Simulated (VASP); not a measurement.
# AlNi3 (Fm-3m) in VASP: a series of runs

The runs below take AlNi3 through single point, with LDA.

All numbers are computed with VASP 6.6.1; they aren't measurements. Logs are shortened: lines on timing, memory, paths and dates and some standing lists are left out, and cuts for length are marked.

## 1. The cell of the first run

It takes space group Fm-3m (No. 225, cubic). Conventional cell: a = 5.535 Å, b = 5.535 Å, c = 5.535 Å, α = 90.00°, β = 90.00°, γ = 90.00°. Al (site symmetry m-3m) has 14 Ni at 2.40 to 2.77 Å within 3.2 Å. Ni (site symmetry -43m) has 4 Al at 2.40 Å and 10 Ni at 2.40 to 2.77 Å within 3.2 Å. Ni (site symmetry m-3m) has 8 Ni at 2.40 Å and 6 Al at 2.77 Å within 3.2 Å.

## 2. Single point, LDA, collinear spin, ferromagnetic start

Input file INCAR:

```
SYSTEM = AlNi3
ALGO = Normal
EDIFF = 1E-6
ENCUT = 520
GGA = CA
ISIF = 2
ISMEAR = 0
ISPIN = 2
LASPH = .True.
LCHARG = .False.
LMAXMIX = 4
LORBIT = 11
LREAL = .False.
LWAVE = .False.
MAGMOM = 0 0.375 0.375 0.375
NBANDS = 28
NELM = 150
NUPDOWN = 1.125
PREC = Accurate
SIGMA = 0.15
```

Input file KPOINTS:

```
k-points
0
Gamma
  14 14 14
  0 0 0
```

Input file POSCAR:

```
AlNi3
1.0
    0.0000000000      2.7677403110      2.7677403110
    2.7677403110      0.0000000000      2.7677403110
    2.7677403110      2.7677403110      0.0000000000
Al Ni
1 3
Direct
    0.5000000000      0.5000000000      0.5000000000
    0.2500000000      0.2500000000      0.2500000000
    0.0000000000      0.0000000000      0.0000000000
    0.7500000000      0.7500000000      0.7500000000
```

Potentials or basis: VASP PAW LDA potentials, release 64 (Al, Ni).

Command:

```bash
$ cat potpaw_LDA.64/Al/POTCAR potpaw_LDA.64/Ni/POTCAR > POTCAR
$ mpirun -np 1 vasp_std > vasp.out
```

OUTCAR:

```text
SYSTEM = AlNi3
   EDIFF = 1E-6
   ENCUT = 520
   GGA = CA
   ISIF = 2
   ISMEAR = 0
   ISPIN = 2
   LASPH = .True.
   LORBIT = 11
   LREAL = .False.
   NELM = 150
   NUPDOWN = 1.125
   PREC = Accurate

 ion  position               nearest neighbor table
   1  0.500  0.500  0.500-   2 2.40   2 2.40   2 2.40   4 2.40   4 2.40   4 2.40   4 2.40   2 2.40
                             3 2.77   3 2.77   3 2.77   3 2.77   3 2.77   3 2.77
   2  0.250  0.250  0.250-   3 2.40   3 2.40   3 2.40   1 2.40   1 2.40   1 2.40   3 2.40   1 2.40
                             4 2.77   4 2.77   4 2.77   4 2.77   4 2.77   4 2.77
   3  0.000  0.000  0.000-   4 2.40   4 2.40   4 2.40   2 2.40   2 2.40   2 2.40   4 2.40   2 2.40
                             1 2.77   1 2.77   1 2.77   1 2.77   1 2.77   1 2.77
   4  0.750  0.750  0.750-   1 2.40   1 2.40   1 2.40   3 2.40   3 2.40   3 2.40   3 2.40   1 2.40
                             2 2.77   2 2.77   2 2.77   2 2.77   2 2.77   2 2.77

  LATTYP: Found a face centered cubic cell.
 ALAT       =     5.5354806220

  Lattice vectors:

 A1 = (   0.0000000000,   2.7677403110,   2.7677403110)
 A2 = (   2.7677403110,   0.0000000000,   2.7677403110)
 A3 = (   2.7677403110,   2.7677403110,   0.0000000000)

Analysis of symmetry for initial positions (statically):
=====================================================================
 Subroutine PRICEL returns:
 Original cell was already a primitive cell.

 Routine SETGRP: Setting up the symmetry group for a
 face centered cubic supercell.

 Subroutine GETGRP returns: Found 48 space group operations
 (whereof 48 operations were pure point group operations)
 out of a pool of 48 trial point group operations.

The static configuration has the point symmetry O_h .

Analysis of symmetry for dynamics (positions and initial velocities):
=====================================================================
 Subroutine PRICEL returns:
 Original cell was already a primitive cell.

 Routine SETGRP: Setting up the symmetry group for a
 face centered cubic supercell.

 Subroutine GETGRP returns: Found 48 space group operations
 (whereof 48 operations were pure point group operations)
 out of a pool of 48 trial point group operations.

The dynamic configuration has the point symmetry O_h .

Analysis of structural, dynamic, and magnetic symmetry:
=====================================================================
 Subroutine PRICEL returns:
 Original cell was already a primitive cell.

 Routine SETGRP: Setting up the symmetry group for a
 face centered cubic supercell.

 Subroutine GETGRP returns: Found 48 space group operations
 (whereof 48 operations were pure point group operations)
 out of a pool of 48 trial point group operations.

The overall configuration has the point symmetry O_h .

 Subroutine INISYM returns: Found 48 space group operations
 (whereof 48 operations are pure point group operations),
 and found     1 'primitive' translations

----------------------------------------------------------------------------------------

                                     Primitive cell

  volume of cell :      42.4039

  direct lattice vectors                    reciprocal lattice vectors
     0.000000000  2.767740311  2.767740311    -0.180652787  0.180652787  0.180652787
     2.767740311  0.000000000  2.767740311     0.180652787 -0.180652787  0.180652787
     2.767740311  2.767740311  0.000000000     0.180652787  0.180652787 -0.180652787

  length of vectors
     3.914175885  3.914175885  3.914175885     0.312899805  0.312899805  0.312899805

  position of ions in fractional coordinates (direct lattice)
     0.500000000  0.500000000  0.500000000
     0.250000000  0.250000000  0.250000000
     0.000000000  0.000000000  0.000000000
     0.750000000  0.750000000  0.750000000

  ion indices of the primitive-cell ions
   primitive index   ion index
                 1           1
                 2           2
                 3           3
                 4           4

----------------------------------------------------------------------------------------

 KPOINTS: k-points

Automatic generation of k-mesh.
 Grid dimensions read from file:
 generate k-points for:   14   14   14

 Generating k-lattice:

  Cartesian coordinates                     Fractional coordinates (reciprocal lattice)
    -0.012903770  0.012903770  0.012903770     0.071428571  0.000000000  0.000000000
     0.012903770 -0.012903770  0.012903770     0.000000000  0.071428571  0.000000000
     0.012903770  0.012903770 -0.012903770     0.000000000  0.000000000  0.071428571

  Length of vectors
     0.022349986  0.022349986  0.022349986

  Shift w.r.t. Gamma in fractional coordinates (k-lattice)
     0.000000000  0.000000000  0.000000000

 Subroutine IBZKPT returns following result:
 ===========================================

 Found    104 irreducible k-points:

 Following reciprocal coordinates:
            Coordinates               Weight
  0.000000  0.000000  0.000000      1.000000
  0.071429  0.000000  0.000000      8.000000
  0.142857  0.000000  0.000000      8.000000
  0.214286  0.000000  0.000000      8.000000
  0.285714  0.000000  0.000000      8.000000
  0.357143  0.000000  0.000000      8.000000
[... 16 lines left out ...]
  0.214286  0.142857  0.000000     24.000000
  0.285714  0.142857  0.000000     24.000000
 [... further k-points ...]
   k-points           NKPTS =    104   k-points in BZ     NKDIM =    104   number of bands    NBANDS=     28
   number of dos      NEDOS =    301   number of ions     NIONS =      4
   total plane-waves  NPLWV =  27000
   dimension x,y,z NGX =    30 NGY =   30 NGZ =   30
   dimension x,y,z NGXF=    60 NGYF=   60 NGZF=   60
   ions per type =               1   3
   NGX,Y,Z   is equivalent  to a cutoff of  12.74, 12.74, 12.74 a.u.
   NGXF,Y,Z  is equivalent  to a cutoff of  25.48, 25.48, 25.48 a.u.
 SYSTEM =  AlNi3
   PREC   = accura    normal or accurate (medium, high low for compatibility)
   ISTART =      0    job   : 0-new  1-cont  2-samecut
   ICHARG =      2    charge: 1-file 2-atom 10-const
   ISPIN  =      2    spin polarized calculation?
   LNONCOLLINEAR =      F non collinear calculations
   LSORBIT =      F    spin-orbit coupling
   LASPH  =      T    aspherical Exc in radial PAW
   ENCUT  =  520.0 eV  38.22 Ry    6.18 a.u.   7.28  7.28  7.28*2*pi/ulx,y,z
   NELM   =    150;   NELMIN=  2; NELMDL= -5     # of ELM steps
   EDIFF  = 0.1E-05   stopping-criterion for ELM
   LREAL  =      F    real-space projection
   EDIFFG = 0.1E-04   stopping-criterion for IOM
   NSW    =      0    number of steps for IOM
   IBRION =     -1    ionic relax: 0-MD 1-quasi-New 2-CG
   NFREE  =      0    steps in history (QN), initial steepest desc. (CG)
   ISIF   =      2    stress and relaxation
   ISYM   =      2    0-nonsym 1-usesym 2-fastsym
   POTIM  = 0.5000    time-step for ionic-motion
   TEBEG  =    0.0;   TEEND  =   0.0 temperature during run
   PSTRESS=    0.0 pullay stress
   NELECT =      33.0000    total number of electrons
   NUPDOWN=       1.1250    fix difference up-down
   EMIN   =  10.00;   EMAX   =-10.00  energy-range for DOS
   EFERMI =   0.00;   METHOD = LEGACY
   ISMEAR =     0;   SIGMA  =   0.15  broadening in eV -4-tet -1-fermi 0-gaus
   EFERMI_NEDOS =   21; number of points for ismear=-14 and -15
   IALGO  =     38    algorithm
   IMIX   =      4    mixing-type and parameters
     AMIX     =   0.40;   BMIX     =  1.00
     AMIX_MAG =   1.60;   BMIX_MAG =  1.00
  volume/ion in A,a.u.               =      10.60        71.54
  Fermi-wavevector in a.u.,A,eV,Ry     =   1.505835  2.845616 30.851754  2.267540
  Thomas-Fermi vector in A             =   2.616632
   LORBIT       =     11    0 simple, 1 ext, 2 COOP (PROOUT), +10 PAW based schemes
   GGA     = CA    functional components
   LHFCALC =     F    Hartree Fock is set to
   AEXX    =    0.0000 exact exchange contribution
   IVDW    =     0    specifies the selected vdW correction
   LEPSILON=     F    determine dielectric tensor
   LRPA    =     F    only Hartree local field effects (RPA)
 spin polarized calculation
 Gauss-broadening in eV      SIGMA  =   0.15
  energy-cutoff  :      520.00
  volume of cell :       42.40
 maximum number of plane-waves:      1163
 NGX is ok and might be reduce to    30
   NGX = 15   NGY = 15   NGZ = 15

 number of electron      33.0000034 magnetization       1.1250002

 Free energy of the ion-electron system (eV)
  ---------------------------------------------------
  ext. energy  EPLUGINS =         0.00000000
  ---------------------------------------------------
  free energy    TOTEN  =       -25.47457325 eV

  energy without entropy =      -25.43041200  energy(sigma->0) =      -25.45249263

 E-fermi :   9.9964     XC(G=0): -13.3240

 val. band max:       10.5389570175   @ k =   0.3571   0.0714   0.0000
 cond. band min:      10.0071101073   @ k =  -0.3571   0.3571   0.0000
 fundamental gap:     -0.5318469102
 Fermi energy:        10.5499271845

 spin component 1

 k-point     1 :       0.0000    0.0000    0.0000
  band No.  band energies     occupation
      1      -0.2439      1.00000
      2       6.2285      1.00000
      3       6.2285      1.00000
      4       6.4209      1.00000
      5       6.4209      1.00000
      6       6.4209      1.00000
[... 20 lines left out ...]
     27      19.8396      0.00000
[... 691 lines left out ...]
      6       6.8395      1.00000
[... 20 lines left out ...]
     27      24.3368      0.00000
     28      24.6359      0.00000

 [... further k-points ...]

 spin component 2

 k-point     1 :       0.0000    0.0000    0.0000
  band No.  band energies     occupation
      1      -0.1798      1.00000
      2       6.4682      1.00000
      3       6.4682      1.00000
      4       6.6293      1.00000
      5       6.6293      1.00000
      6       6.6293      1.00000
[... 20 lines left out ...]
     27      19.9515      0.00000
[... 691 lines left out ...]
      6       7.0884      1.00000
[... 20 lines left out ...]
     27      24.4477      0.00000
     28      24.7421      0.00000

 [... further k-points ...]
[... 5 lines left out ...]
  --------------------------------------------------------------------------------------
  -------------------------------------------------------------------------------------
  Total        0.3877076      0.3877076      0.3877076     -0.0000000      0.0000000     -0.0000000
  in kB       14.6490292     14.6490292     14.6490292     -0.0000000      0.0000000     -0.0000000
  external PRESSURE =      14.6490292 kB  Pullay stress =       0.0000000 kB

 VOLUME and BASIS-vectors are now :
 -----------------------------------------------------------------------------
  energy-cutoff  :      520.00
  volume of cell :       42.40
      direct lattice vectors                 reciprocal lattice vectors
     0.000000000  2.767740311  2.767740311    -0.180652787  0.180652787  0.180652787
     2.767740311  0.000000000  2.767740311     0.180652787 -0.180652787  0.180652787
     2.767740311  2.767740311  0.000000000     0.180652787  0.180652787 -0.180652787

 POSITION                                       TOTAL-FORCE (eV/Angst)
 -----------------------------------------------------------------------------------
      2.76774      2.76774      2.76774        -0.000000     -0.000000     -0.000000
      1.38387      1.38387      1.38387         0.000000      0.000000      0.000000
      0.00000      0.00000      0.00000        -0.000000     -0.000000     -0.000000
      4.15161      4.15161      4.15161        -0.000000     -0.000000     -0.000000
 -----------------------------------------------------------------------------------
    total drift:                                0.000000     -0.000000      0.000000

  FREE ENERGIE OF THE ION-ELECTRON SYSTEM (eV)
  ---------------------------------------------------
  free  energy   TOTEN  =       -25.4745732545 eV

  energy  without entropy=      -25.4304119996  energy(sigma->0) =      -25.45249263

 total charge

# of ion       s       p       d       tot
------------------------------------------
    1        0.414   0.439   0.000   0.854
    2        0.509   0.566   8.469   9.543
    3        0.512   0.553   8.413   9.479
    4        0.509   0.566   8.469   9.543
--------------------------------------------------
tot          1.945   2.124  25.350  29.420

 magnetization (x)

# of ion       s       p       d       tot
------------------------------------------
    1        0.000   0.010   0.000   0.010
    2        0.009   0.012   0.298   0.320
    3        0.005   0.011   0.419   0.435
    4        0.009   0.012   0.298   0.320
--------------------------------------------------
tot          0.023   0.047   1.015   1.085
```

Wall time 4.3 min (1 thread of Intel Xeon 6975P-C, shared host); peak memory 0.29 GiB.

What came out:

- Free energy: -25.4746 eV
- Pressure: 1.5 GPa
- Net moment: 1.13 μB per cell
- Site moments: Al +0.01; Ni +0.32, +0.43 μB
- Valence electrons inside the program's atomic spheres: Al 0.85; Ni 9.54, 9.48

Caveat: the total moment is fixed, so each spin has its own Fermi level.

## 3. Single point, LDA, collinear spin, ferromagnetic start

Input file INCAR:

```
SYSTEM = AlNi3
ALGO = Normal
EDIFF = 1E-7
ENCUT = 520
GGA = CA
ISIF = 2
ISMEAR = 0
ISPIN = 2
LASPH = .TRUE.
LCHARG = .FALSE.
LMAXMIX = 4
LORBIT = 11
LREAL = .FALSE.
LWAVE = .FALSE.
MAGMOM = 0 0.625 0.625 0.625
NBANDS = 28
NELM = 150
NUPDOWN = 1.875
PREC = Accurate
SIGMA = 0.15
```

Input file KPOINTS:

```
k-points
0
G
  14 14 14
  0 0 0
```

POSCAR is that of step 2.

Potentials or basis: VASP PAW LDA potentials, release 64 (Al, Ni).

Command:

```bash
$ cat potpaw_LDA.64/Al/POTCAR potpaw_LDA.64/Ni/POTCAR > POTCAR
$ mpirun -np 1 vasp_std > vasp.out
```

Run time: 5 min. Hardware: 1 thread of Intel Xeon 6975P-C, shared host; peak memory 0.29 GiB.

The run converged. Its results:

```yaml
Free_energy: -25.1899 eV
Pressure: 3.5 GPa
Net_moment: 1.88 μB per cell
Site_moments: Al +0.02; Ni +0.54, +0.68 μB
Valence_electrons_inside_the_program's_atomic_spheres: Al 0.86; Ni 9.54, 9.47
```

Caveat: the total moment is fixed, so each spin has its own Fermi level.

## 4. Single point, LDA, collinear spin, ferromagnetic start

This run uses another cell than the first one, of 11.87 Å³/atom, 1.120 times its volume.

Input file INCAR:

```
SYSTEM = AlNi3
PREC = Accurate
ENCUT = 520
EDIFF = 1E-6
ISMEAR = 0
SIGMA = 0.15
LREAL = .False.
LASPH = .True.
NELM = 150
ALGO = Normal
ISIF = 2
LWAVE = .False.
LCHARG = .False.
ISPIN = 2
MAGMOM = 0 0.25 0.25 0.25
LORBIT = 11
NUPDOWN = 0.75
LMAXMIX = 4
NBANDS = 28
```

Input file KPOINTS:

```
regular mesh
0
Gamma
  14 14 14
  0 0 0
```

Input file POSCAR:

```
AlNi3
1.0
    0.0000000000      2.8742871579      2.8742871579
    2.8742871579      0.0000000000      2.8742871579
    2.8742871579      2.8742871579      0.0000000000
Al Ni
1 3
Direct
    0.5000000000      0.5000000000      0.5000000000
    0.2500000000      0.2500000000      0.2500000000
    0.0000000000      0.0000000000      0.0000000000
    0.7500000000      0.7500000000      0.7500000000
```

Command:

```bash
$ cat potpaw_LDA.64/Al/POTCAR potpaw_LDA.64/Ni/POTCAR > POTCAR
$ mpirun -np 1 vasp_std > vasp.out
```

Run time: 4.3 min. Hardware: 1 thread of Intel Xeon 6975P-C, shared host; peak memory 0.3 GiB.

Results (log left out):

```yaml
Free_energy: -25.2496 eV
Pressure: -18.4 GPa
Net_moment: 0.75 μB per cell
Site_moments: Al +0.00; Ni +0.21, +0.31 μB
Valence_electrons_inside_the_program's_atomic_spheres: Al 0.79; Ni 9.34, 9.28
```

Caveat: the total moment is fixed, so each spin has its own Fermi level.

## 5. Single point, LDA, collinear spin, ferromagnetic start

This run uses another cell than the first one, of 11.87 Å³/atom, 1.120 times its volume.

Input file INCAR:

```
SYSTEM = AlNi3
PREC     = Accurate       ! precision mode
ENCUT    = 520            ! plane-wave cutoff, eV
EDIFF    = 1E-7           ! SCF threshold, eV
ISMEAR   = 0              ! smearing method
SIGMA    = 0.15           ! smearing width, eV
LREAL    = .False.        ! projectors in reciprocal space
LASPH    = .True.         ! aspherical terms in the spheres
NELM     = 150            ! most SCF steps
ALGO     = Normal         ! electronic algorithm
ISIF     = 2              ! what is computed and relaxed
LWAVE    = .False.        ! write WAVECAR
LCHARG   = .False.        ! write CHGCAR
ISPIN    = 2              ! spin polarisation
MAGMOM   = 0 1 1 1        ! initial moments
LORBIT   = 11             ! projections on sites
NUPDOWN  = 3.0            ! fixed moment
LMAXMIX  = 4              ! l up to which the mixer works
NBANDS   = 28             ! bands
```

KPOINTS is that of step 4.

POSCAR is that of step 4.

Command:

```bash
$ cat potpaw_LDA.64/Al/POTCAR potpaw_LDA.64/Ni/POTCAR > POTCAR
$ mpirun -np 1 vasp_std > vasp.out
```

Run time: 5.7 min. Hardware: 1 thread of Intel Xeon 6975P-C, shared host; peak memory 0.3 GiB.

The run converged. Its results:

| Quantity | Value |
| --- | --- |
| Free energy | -24.2754 eV |
| Pressure | -13.1 GPa |
| Net moment | 3.00 μB per cell |
| Site moments | Al +0.05; Ni +0.87, +1.00 μB |
| Valence electrons inside the program's atomic spheres | Al 0.80; Ni 9.32, 9.24 |

Caveat: the total moment is fixed, so each spin has its own Fermi level.

## 6. The runs side by side

```csv
fixed moment (μB),cell,pressure (GPa),moment (μB)
1.125,"a = 3.914 Å, angles 60.0°, 4 atoms",1.5,1.13
1.875,"a = 3.914 Å, angles 60.0°, 4 atoms",3.5,1.88
0.75,"a = 4.065 Å, angles 60.0°, 4 atoms",-18.4,0.75
3.0,"a = 4.065 Å, angles 60.0°, 4 atoms",-13.1,3.00
```

Alike in all rows: task single point; level LDA; potentials or basis VASP PAW LDA potentials, release 64 (Al, Ni); spin collinear, ferromagnetic start; k mesh 14 × 14 × 14; cutoff (eV) 520; smearing gaussian 0.15 eV.

Caveats: the total moment is fixed, so each spin has its own Fermi level.

Absolute energies hang on the potentials; compare differences alone.
